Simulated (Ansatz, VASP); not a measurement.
MoS: VASP beside Ansatz

```
CELL_PARAMETERS angstrom
0.00000 2.89090 2.89090
2.89090 0.00000 2.89090
2.89090 2.89090 0.00000
ATOMIC_POSITIONS crystal
Mo 0.00000 0.00000 0.00000
S 0.25000 0.25000 0.25000
```

Alike in both runs: task single point; functional r2SCAN; k mesh 12 × 12 × 12; occupations gaussian, width 0.1 eV; collinear spin; Hubbard terms Mo d U = 4.38 eV.

|  | VASP | Ansatz |
| --- | --- | --- |
| version | VASP 6.6.1 | Ansatz 0.2.0 |
| potentials or method | VASP PAW PBE potentials, release 64 (Mo_sv, S), cutoff 520 eV | scalar-relativistic, plane waves, PAW |
| valence electrons in the cell | 20 | 20 |

```csv
,VASP,Ansatz,Ansatz less VASP
gap on the k mesh at the Fermi level (eV),none,none,-
pressure (GPa),5.1,6.0,+0.93
net moment per atom (μB),2.00,2.00,0.000
size of the moment on the site where the two differ most (μB),3.57,2.90,-0.670
```

VASP's potentials were made for PBE, not for r2SCAN. Site moments also hang on the region over which each program counts them. The programs project onto different local orbitals, so the same U acts differently, and such runs can settle in different states. A gap of «none» marks a metal or a gap that the smearing closes. Ansatz's warnings: filled band counts differ across k points, stability check not made.
